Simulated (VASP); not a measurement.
A run of VASP 6.6.1 is set up as follows.

File INCAR:

```
SYSTEM = Te
ALGO = Normal ; EDIFF = 1E-7
ENCUT = 520 ; GGA = PS
ISIF = 2 ; ISMEAR = 0
LASPH = .TRUE. ; LCHARG = .FALSE.
LREAL = .FALSE. ; LWAVE = .FALSE.
NBANDS = 16 ; NELM = 100
PREC = Accurate ; SIGMA = 0.1
```

The input KPOINTS:

```
k-points
0
G
  12 12 8
  0 0 0
```

The input POSCAR:

```
Te
1.0
    4.3189731698      0.0000000000      0.0000000000
   -2.1594865849      3.7403404833      0.0000000000
    0.0000000000      0.0000000000      5.9517675410
Te
3
Direct
    0.7159739510      0.0000000000      0.3333333333
    0.0000000000      0.7159739510      0.6666666667
    0.2840260490      0.2840260490      0.0000000000
```

Potentials or basis: VASP PAW PBE potentials, release 64 (Te).

Run with:

```sh
$ cat potpaw_PBE.64/Te/POTCAR > POTCAR
$ mpirun -np 1 vasp_std > vasp.out
```

(1) Estimate the largest force.

(2) Predict the band gap on the k mesh.

(3) Estimate the pressure.

Answers

(1) 0.017 eV/Å.

(2) zero (filled and empty bands touch).

(3) 0.1 GPa.

Caveat: the PAW data sets were made with another functional, which shifts forces and pressure a little; spin-orbit coupling is left out, which moves the levels of the heavy elements.
